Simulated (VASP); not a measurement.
Input of a VASP 6.6.1 run:

INCAR

```
ALGO     = Normal         # electronic algorithm
EDIFF    = 1E-6           # SCF threshold, eV
ENCUT    = 600            # plane-wave cutoff, eV
GGA      = PE             # functional
GGA_COMPAT= False        
ISIF     = 2              # what is computed and relaxed
ISMEAR   = -1             # smearing method
ISPIN    = 2              # spin polarisation
LASPH    = True           # aspherical terms in the spheres
LCHARG   = False          # write CHGCAR
LMAXMIX  = 4              # l up to which the mixer works
LORBIT   = 11             # projections on sites
LREAL    = False          # projectors in reciprocal space
LWAVE    = False          # write WAVECAR
MAGMOM   = 1 0            # initial moments
NBANDS   = 20             # bands
NELM     = 200            # most SCF steps
PREC     = Accurate       # precision mode
SIGMA    = 0.1            # smearing width, eV
```

Contents of KPOINTS:

```
k-points
0
Gamma
  1 1 1
```

File POSCAR:

```
YF
1.0
    0.0000000000      2.6000000000      2.6000000000
    2.6000000000      0.0000000000      2.6000000000
    2.6000000000      2.6000000000      0.0000000000
Y F
1 1
Direct
   -0.0119818000     -0.0125138000      0.0317258000
    0.5024571000      0.5055632000      0.4907266000
```

Potentials or basis: VASP PAW PBE potentials, release 64 (Y_sv, F).

Command:

```bash
$ cat potpaw_PBE.64/Y_sv/POTCAR potpaw_PBE.64/F/POTCAR > POTCAR
$ mpirun -np 1 vasp_gam > vasp.out
```

**Question.** What does it give for the net moment?

**Answer.** 0.00 μB per cell.

**Question.** What does it give for the pressure?

**Answer.** 38.7 GPa.

**Question.** Predict the band gap on the k mesh.

**Answer.** 3.08 eV.

**Question.** Estimate the largest force.

**Answer.** 2.723 eV/Å.

Forces on the atoms (eV/Å):
```
Y    1.305  1.512 -1.851
F   -1.305 -1.512  1.851
```

Caveat: the k points lie up to 2.09 Å⁻¹ apart; forces of over 1 eV/Å act on the atoms, so gaps and moduli don't describe the material at rest. A k mesh can miss the band edges.
